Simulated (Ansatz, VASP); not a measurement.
One calculation of Pt, two programs

INCAR

```
  PREC = Accurate
  ENCUT = 600
  EDIFF = 1E-6
  ISMEAR = -1
  SIGMA = 0.15
  LREAL = False
  LASPH = True
  NELM = 100
  ALGO = Fast
  ISIF = 3
  LWAVE = False
  LCHARG = False
  GGA = PS
  IBRION = 2
  NSW = 80
  EDIFFG = -0.001
```

The input KPOINTS:

```
Automatic mesh
0
Gamma
  20 20 20
```

Contents of POSCAR:

```
Pt
1.0
    0.0000000000      1.9590303451      1.9590303451
    1.9590303451      0.0000000000      1.9590303451
    1.9590303451      1.9590303451      0.0000000000
Pt
1
Direct
    0.0000000000      0.0000000000      0.0000000000
```

Input for Ansatz:

```yaml
crystal:
  lattice:
    - [0.0, 1.9590303451, 1.9590303451]
    - [1.9590303451, 0.0, 1.9590303451]
    - [1.9590303451, 1.9590303451, 0.0]
  atoms:
    - { symbol: Pt, position: [0.0, 0.0, 0.0] }
basis:
  ecutwfc: 420
kpoints:
  mp_grid: { grid: [20, 20, 20] }
hamiltonian:
  xc: pbesol
scf:
  occupations: { method: fermi_dirac, width: 0.15 }
output:
  forces: true
  stress: true
  eigenvalues: true
relax:
  adjacent_minimum: "off"
  f_tol: 0.001
  max_steps: 60
  cell: { stress_tol: 0.01 }
```

Alike in both runs: task relaxation of cell and atoms; functional PBEsol; k mesh 20 × 20 × 20; occupations fermi-dirac, width 0.15 eV; no spin polarisation.

```csv
,VASP,Ansatz
version,VASP 6.6.1,Ansatz 0.2.0
potentials or method,"VASP PAW PBE potentials, release 64 (Pt), cutoff 600 eV","scalar-relativistic, plane waves, PAW"
valence electrons in the cell,10,18
```

```tsv
	VASP	Ansatz	Ansatz less VASP
gap on the k mesh at the Fermi level, each at its own relaxed structure (eV)	none	none	-
relaxed volume (Å³/atom)	15.06	15.08	+0.017
relaxed cell length with the largest relative difference (Å)	2.772	2.773	+0.0011
```

VASP's potentials were made for PBE, not for PBEsol. A gap of «none» marks a metal or a gap that the smearing closes. VASP's potentials hold 10 valence electrons a cell and Ansatz's 18, so a difference there can come from the potentials and not from the codes.

Neither program's run includes spin-orbit coupling.
